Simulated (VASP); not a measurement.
# Al2Cu (I4/mmm) in VASP: single point with PBE

Aim: the single point of Al2Cu with PBE.

Program: VASP 6.6.1. These are calculated values, not measurements. Logs are shortened: lines on timing, memory, paths and dates and some standing lists are left out, and cuts for length are marked.

## Step 1: The cell of the first run

It takes space group I4/mmm (No. 139, tetragonal). Conventional cell: a = 2.784 Å, b = 2.784 Å, c = 11.365 Å, α = 90.00°, β = 90.00°, γ = 90.00°. Within 3.6 Å of Al (site symmetry 4mm) lie 4 Cu at 2.64 Å and 9 Al at 2.78 to 3.51 Å. Cu (site symmetry 4/mmm) has 8 Al at 2.64 Å and 4 Cu at 2.78 Å within 3.5 Å.

The cell was generated, and may not be a known phase.

## Step 2: Single point, PBE

Contents of INCAR:

```
SYSTEM = Al2Cu
PREC = Accurate ; ENCUT = 520
EDIFF = 1E-7 ; ISMEAR = 0
SIGMA = 0.1 ; LREAL = .False.
LASPH = .True. ; NELM = 60
ALGO = Fast ; ISIF = 2
LWAVE = .False. ; LCHARG = .False.
GGA = PE ; NBANDS = 16
```

Contents of KPOINTS:

```
Automatic mesh
0
Gamma
  18 18 18
  0 0 0
```

Contents of POSCAR:

```
Al2Cu
1.0
   -1.3918501168      1.3918501168      5.6825150352
    1.3918501168     -1.3918501168      5.6825150352
    1.3918501168      1.3918501168     -5.6825150352
Al Cu
2 1
Direct
    0.6545017937      0.6545017937      0.0000000000
    0.3454982063      0.3454982063      0.0000000000
    0.0000000000      0.0000000000      0.0000000000
```

Potentials or basis: VASP PAW PBE potentials, release 64 (Al, Cu).

Command:

```
> cat potpaw_PBE.64/Al/POTCAR potpaw_PBE.64/Cu/POTCAR > POTCAR
> mpirun -np 1 vasp_std > vasp.out
```

OUTCAR:

```text
SYSTEM = Al2Cu
   PREC = Accurate
   ENCUT = 520
   EDIFF = 1E-7
   ISMEAR = 0
   LREAL = .False.
   LASPH = .True.
   NELM = 60
   ISIF = 2
   GGA = PE

 ion  position               nearest neighbor table
   1  0.655  0.655  0.000-   3 2.64   3 2.64   3 2.64   3 2.64   2 2.93   2 2.93   2 2.93   2 2.93

   2  0.345  0.345  0.000-   3 2.64   3 2.64   3 2.64   3 2.64   1 2.93   1 2.93   1 2.93   1 2.93

   3  0.000  0.000  0.000-   2 2.64   1 2.64   1 2.64   1 2.64   1 2.64   2 2.64   2 2.64   2 2.64

  LATTYP: Found a body centered tetragonal cell.
 ALAT       =     2.7837002336
 C/A-ratio  =     4.0827061525

  Lattice vectors:

 A1 = (  -1.3918501168,   1.3918501168,   5.6825150352)
 A2 = (   1.3918501168,  -1.3918501168,   5.6825150352)
 A3 = (   1.3918501168,   1.3918501168,  -5.6825150352)

Analysis of symmetry for initial positions (statically):
=====================================================================
 Subroutine PRICEL returns:
 Original cell was already a primitive cell.

 Routine SETGRP: Setting up the symmetry group for a
 body centered tetragonal supercell.

 Subroutine GETGRP returns: Found 16 space group operations
 (whereof 16 operations were pure point group operations)
 out of a pool of 16 trial point group operations.

The static configuration has the point symmetry D_4h.

Analysis of symmetry for dynamics (positions and initial velocities):
=====================================================================
 Subroutine PRICEL returns:
 Original cell was already a primitive cell.

 Routine SETGRP: Setting up the symmetry group for a
 body centered tetragonal supercell.

 Subroutine GETGRP returns: Found 16 space group operations
 (whereof 16 operations were pure point group operations)
 out of a pool of 16 trial point group operations.

The dynamic configuration has the point symmetry D_4h.

 Subroutine INISYM returns: Found 16 space group operations
 (whereof 16 operations are pure point group operations),
 and found     1 'primitive' translations

----------------------------------------------------------------------------------------

                                     Primitive cell

  volume of cell :      44.0337

  direct lattice vectors                    reciprocal lattice vectors
    -1.391850117  1.391850117  5.682515035     0.000000000  0.359234083  0.087989208
     1.391850117 -1.391850117  5.682515035     0.359234083  0.000000000  0.087989208
     1.391850117  1.391850117 -5.682515035     0.359234083  0.359234083  0.000000000

  length of vectors
     6.013773409  6.013773409  6.013773409     0.369852980  0.369852980  0.508033712

  position of ions in fractional coordinates (direct lattice)
     0.654501794  0.654501794  0.000000000
     0.345498206  0.345498206  0.000000000
     0.000000000  0.000000000  0.000000000

  ion indices of the primitive-cell ions
   primitive index   ion index
                 1           1
                 2           2
                 3           3

----------------------------------------------------------------------------------------

 KPOINTS: Automatic mesh

Automatic generation of k-mesh.
 Grid dimensions read from file:
 generate k-points for:   18   18   18

 Generating k-lattice:

  Cartesian coordinates                     Fractional coordinates (reciprocal lattice)
     0.000000000  0.019957449  0.004888289     0.055555556  0.000000000  0.000000000
     0.019957449  0.000000000  0.004888289     0.000000000  0.055555556  0.000000000
     0.019957449  0.019957449  0.000000000     0.000000000  0.000000000  0.055555556

  Length of vectors
     0.020547388  0.020547388  0.028224095

  Shift w.r.t. Gamma in fractional coordinates (k-lattice)
     0.000000000  0.000000000  0.000000000

 Subroutine IBZKPT returns following result:
 ===========================================

 Found    480 irreducible k-points:

 Following reciprocal coordinates:
            Coordinates               Weight
  0.000000  0.000000  0.000000      1.000000
  0.055556  0.000000 -0.000000      8.000000
  0.111111  0.000000 -0.000000      8.000000
  0.166667  0.000000 -0.000000      8.000000
  0.222222  0.000000 -0.000000      8.000000
  0.277778  0.000000 -0.000000      8.000000
[... 16 lines left out ...]
 -0.277778  0.055556  0.000000     16.000000
 -0.222222  0.055556  0.000000     16.000000
 [... further k-points ...]
   k-points           NKPTS =    480   k-points in BZ     NKDIM =    480   number of bands    NBANDS=     16
   number of dos      NEDOS =    301   number of ions     NIONS =      3
   total plane-waves  NPLWV = 110592
   dimension x,y,z NGX =    48 NGY =   48 NGZ =   48
   dimension x,y,z NGXF=    96 NGYF=   96 NGZF=   96
   ions per type =               2   1
   NGX,Y,Z   is equivalent  to a cutoff of  13.27, 13.27, 13.27 a.u.
   NGXF,Y,Z  is equivalent  to a cutoff of  26.54, 26.54, 26.54 a.u.
 SYSTEM =  Al2Cu
   PREC   = accura    normal or accurate (medium, high low for compatibility)
   ISTART =      0    job   : 0-new  1-cont  2-samecut
   ICHARG =      2    charge: 1-file 2-atom 10-const
   ISPIN  =      1    spin polarized calculation?
   LNONCOLLINEAR =      F non collinear calculations
   LSORBIT =      F    spin-orbit coupling
   LASPH  =      T    aspherical Exc in radial PAW
   ENCUT  =  520.0 eV  38.22 Ry    6.18 a.u.  11.18 11.18 11.18*2*pi/ulx,y,z
   NELM   =     60;   NELMIN=  2; NELMDL= -5     # of ELM steps
   EDIFF  = 0.1E-06   stopping-criterion for ELM
   LREAL  =      F    real-space projection
   EDIFFG = 0.1E-05   stopping-criterion for IOM
   NSW    =      0    number of steps for IOM
   IBRION =     -1    ionic relax: 0-MD 1-quasi-New 2-CG
   NFREE  =      0    steps in history (QN), initial steepest desc. (CG)
   ISIF   =      2    stress and relaxation
   ISYM   =      2    0-nonsym 1-usesym 2-fastsym
   POTIM  = 0.5000    time-step for ionic-motion
   TEBEG  =    0.0;   TEEND  =   0.0 temperature during run
   PSTRESS=    0.0 pullay stress
   NELECT =      17.0000    total number of electrons
   NUPDOWN=      -1.0000    fix difference up-down
   EMIN   =  10.00;   EMAX   =-10.00  energy-range for DOS
   EFERMI =   0.00;   METHOD = LEGACY
   ISMEAR =     0;   SIGMA  =   0.10  broadening in eV -4-tet -1-fermi 0-gaus
   EFERMI_NEDOS =   21; number of points for ismear=-14 and -15
   IALGO  =     68    algorithm
   IMIX   =      4    mixing-type and parameters
     AMIX     =   0.40;   BMIX     =  1.00
     AMIX_MAG =   1.60;   BMIX_MAG =  1.00
  volume/ion in A,a.u.               =      14.68        99.05
  Fermi-wavevector in a.u.,A,eV,Ry     =   1.192054  2.252656 19.333783  1.420993
  Thomas-Fermi vector in A             =   2.328101
   LORBIT       =      0    0 simple, 1 ext, 2 COOP (PROOUT), +10 PAW based schemes
   GGA     = PE    functional components
   LHFCALC =     F    Hartree Fock is set to
   AEXX    =    0.0000 exact exchange contribution
   IVDW    =     0    specifies the selected vdW correction
   LEPSILON=     F    determine dielectric tensor
   LRPA    =     F    only Hartree local field effects (RPA)
 non-spin polarized calculation
 RMM-DIIS sequential band-by-band and
 Gauss-broadening in eV      SIGMA  =   0.10
  energy-cutoff  :      520.00
  volume of cell :       44.03
 maximum number of plane-waves:      1209
 NGX is ok and might be reduce to    48
   NGX = 23   NGY = 23   NGZ = 23

 number of electron      16.9999998 magnetization

 Free energy of the ion-electron system (eV)
  ---------------------------------------------------
  ext. energy  EPLUGINS =         0.00000000
  ---------------------------------------------------
  free energy    TOTEN  =       -11.49272496 eV

  energy without entropy =      -11.48569056  energy(sigma->0) =      -11.48920776

 E-fermi :   8.2228     XC(G=0): -10.9388

 val. band max:        8.2223335959   @ k =   0.3889   0.1111  -0.0000
 cond. band min:       8.2229332438   @ k =  -0.2778   0.4444   0.1111
 fundamental gap:      0.0005996479
 Fermi energy:         8.2228061387

 k-point     1 :       0.0000    0.0000    0.0000
  band No.  band energies     occupation
      1      -2.7516      2.00000
      2       1.5649      2.00000
      3       1.8339      2.00000
      4       3.9541      2.00000
      5       4.7565      2.00000
      6       4.8246      2.00000
[... 8 lines left out ...]
     15      16.4837      0.00000
     16      17.4456      0.00000

 k-point     2 :       0.0556    0.0000   -0.0000
  band No.  band energies     occupation
      1      -2.6883      2.00000
      2       1.4888      2.00000
      3       2.0109      2.00000
      4       3.9657      2.00000
      5       4.7660      2.00000
      6       4.8247      2.00000
[... 8 lines left out ...]
     15      16.6986      0.00000
     16      18.2304      0.00000

 k-point     3 :       0.1111    0.0000   -0.0000
  band No.  band energies     occupation
      1      -2.4989      2.00000
      2       1.4389      2.00000
      3       2.3558      2.00000
      4       3.9991      2.00000
      5       4.7523      2.00000
      6       4.8362      2.00000
[... 8 lines left out ...]
     15      17.1967      0.00000
     16      18.8653      0.00000

 k-point     4 :       0.1667    0.0000   -0.0000
  band No.  band energies     occupation
      1      -2.1847      2.00000
      2       1.4849      2.00000
      3       2.7718      2.00000
      4       4.0502      2.00000
      5       4.7041      2.00000
      6       4.8495      2.00000
[... 8 lines left out ...]
     15      17.6383      0.00000
     16      18.7223      0.00000

 k-point     5 :       0.2222    0.0000   -0.0000
  band No.  band energies     occupation
      1      -1.7478      2.00000
      2       1.6310      2.00000
      3       3.1966      2.00000
      4       4.1119      2.00000
      5       4.6419      2.00000
      6       4.8658      2.00000
[... 8 lines left out ...]
     15      18.0536      0.00000
     16      18.2727      0.00000

 k-point     6 :       0.2778    0.0000   -0.0000
  band No.  band energies     occupation
      1      -1.1915      2.00000
      2       1.8695      2.00000
      3       3.5451      2.00000
      4       4.1691      2.00000
      5       4.5695      2.00000
      6       4.8832      2.00000
[... 8 lines left out ...]
     15      18.4954      0.00000
     16      18.8383      0.00000
[... 267 lines left out ...]
 k-point    21 :      -0.3889    0.0556    0.0000
  band No.  band energies     occupation
      1       0.2693      2.00000
      2       2.6538      2.00000
      3       3.7431      2.00000
      4       4.0944      2.00000
      5       4.4198      2.00000
      6       4.8226      2.00000
[... 8 lines left out ...]
     15      19.0275      0.00000
     16      20.2140      0.00000

 k-point    22 :      -0.3333    0.0556    0.0000
  band No.  band energies     occupation
      1      -0.5003      2.00000
      2       2.3607      2.00000
      3       3.7418      2.00000
      4       4.1889      2.00000
      5       4.5175      2.00000
      6       4.8555      2.00000
[... 8 lines left out ...]
     15      18.4323      0.00000
     16      19.8609      0.00000

 k-point    23 :      -0.2778    0.0556    0.0000
  band No.  band energies     occupation
      1      -1.1640      2.00000
      2       2.0791      2.00000
      3       3.4846      2.00000
      4       4.1837      2.00000
      5       4.6024      2.00000
      6       4.8680      2.00000
[... 8 lines left out ...]
     15      18.5152      0.00000
     16      19.2199      0.00000

 k-point    24 :      -0.2222    0.0556    0.0000
  band No.  band energies     occupation
      1      -1.7133      2.00000
      2       1.8594      2.00000
      3       3.0888      2.00000
      4       4.1271      2.00000
      5       4.6663      2.00000
      6       4.8471      2.00000
[... 8 lines left out ...]
     15      18.0647      0.00000
     16      19.2144      0.00000

 [... further k-points ...]

------------------------ aborting loop because EDIFF is reached ----------------------------------------

  FORCE on cell =-STRESS in cart. coord.  units (eV):
  Direction    XX          YY          ZZ          XY          YZ          ZX
  --------------------------------------------------------------------------------------
  -------------------------------------------------------------------------------------
  Total        0.0126630      0.0126630      0.0142334      0.0000000      0.0000000      0.0000000
  in kB        0.4607478      0.4607478      0.5178855      0.0000000      0.0000000      0.0000000
  external PRESSURE =       0.4797937 kB  Pullay stress =       0.0000000 kB

 VOLUME and BASIS-vectors are now :
 -----------------------------------------------------------------------------
  energy-cutoff  :      520.00
  volume of cell :       44.03
      direct lattice vectors                 reciprocal lattice vectors
    -1.391850117  1.391850117  5.682515035     0.000000000  0.359234083  0.087989208
     1.391850117 -1.391850117  5.682515035     0.359234083  0.000000000  0.087989208
     1.391850117  1.391850117 -5.682515035     0.359234083  0.359234083  0.000000000

 POSITION                                       TOTAL-FORCE (eV/Angst)
 -----------------------------------------------------------------------------------
      0.00000      0.00000      7.43843         0.000000      0.000000      0.024675
      0.00000      0.00000      3.92660         0.000000      0.000000     -0.024675
      0.00000      0.00000      0.00000        -0.000000     -0.000000     -0.000000
 -----------------------------------------------------------------------------------
    total drift:                                0.000000     -0.000000     -0.000000

  FREE ENERGIE OF THE ION-ELECTRON SYSTEM (eV)
  ---------------------------------------------------
  free  energy   TOTEN  =       -11.4927249587 eV

  energy  without entropy=      -11.4856905575  energy(sigma->0) =      -11.48920776
```

It took 13 min on 1 thread of Intel Xeon 6975P-C (Granite Rapids), shared host; peak memory 0.57 GiB.

What came out:

* Free energy: -11.4927 eV
* Pressure: 0.0 GPa
* Largest force: 0.025 eV/Å
* Band gap on the k mesh: zero (an odd number of electrons rules out a gap without spin polarisation)

Forces on the atoms (eV/Å):
```
Al   0.000  0.000  0.025
Al   0.000  0.000 -0.025
Cu   0.000  0.000  0.000
```

Levels at points of the mesh, in eV from the Fermi level:
| k point | band 5 | band 6 | band 7 | band 8 | band 9 | band 10 | band 11 | band 12 |
| --- | --- | --- | --- | --- | --- | --- | --- | --- |
| (0.00, 0.00, 0.00) | -3.47 | -3.40 | -3.40 | -3.02 | 6.48 | 6.87 | 7.86 | 7.86 |
| (0.50, 0.00, 0.00) | -3.90 | -3.47 | -3.30 | -2.89 | -1.50 | 0.59 | 2.24 | 7.34 |
| (0.50, 0.50, 0.00) | -2.66 | -2.28 | -0.89 | -0.68 | 0.07 | 0.19 | 2.48 | 2.73 |
| (0.50, 0.50, 0.50) | -3.40 | -3.40 | -3.02 | -1.50 | 1.19 | 6.87 | 6.88 | 6.88 |
